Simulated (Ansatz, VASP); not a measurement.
## One calculation of ScAl3N4, two programs

```
Sc Al N
1.0
     4.83128   -2.78675   -0.00462
    -3.22639   -0.01797   -4.94190
     3.25882    5.63926   -0.00083
Sc Al N
2 6 8
Cartesian
  1.5746 -0.9651 -0.1741
  3.2901 -1.8771 -2.5951
  4.8284 -0.8475 0.0522
  3.2647 1.9271 -0.0085
  6.4667 1.8425 -0.0203
  1.6416 1.0389 -2.4300
  4.8599 0.9538 -2.4660
  3.1873 3.7011 -2.5398
  1.4774 -0.8240 -2.9326
  0.1529 1.9721 -3.0643
  3.2687 1.8400 -3.0470
  1.6013 4.5584 -3.0538
  3.3871 -1.9530 -0.5102
  1.6265 1.1030 -0.4765
  4.8200 0.9750 -0.5563
  3.1130 3.6623 -0.6555
```

Alike in both runs: functional r2SCAN; k mesh 4 × 4 × 4; occupations gaussian, width 0.1 eV; no spin polarisation.

Ansatz relaxed the structure, and its values are those at the end. VASP's run is a single point on that final structure, the one shown.

|  | VASP | Ansatz |
| --- | --- | --- |
| version | VASP 6.6.1 | Ansatz 0.2.0 |
| potentials or method | VASP PAW PBE potentials, release 64 (Sc_sv, Al, N), cutoff 520 eV | scalar-relativistic, plane waves, PAW |
| valence electrons in the cell | 80 | 80 |

Ansatz gave:

| Property | Result |
| --- | --- |
| gap on the k mesh at the Fermi level (eV) | 3.96 |
| least direct gap on the mesh (eV) | 4.23 |
| pressure (GPa) | 0.0 |
| rms of the force components (eV/Å) | 0.010 |

**Question.** Which values does VASP return?

**Answer.** gap on the k mesh at the Fermi level (eV): 3.97; least direct gap on the mesh (eV): 4.25; pressure (GPa): 0.2; rms of the force components (eV/Å): 0.037.

VASP's potentials were made for PBE, not for r2SCAN. The functional is the same, so the differences come from potentials, cutoffs and numerics.
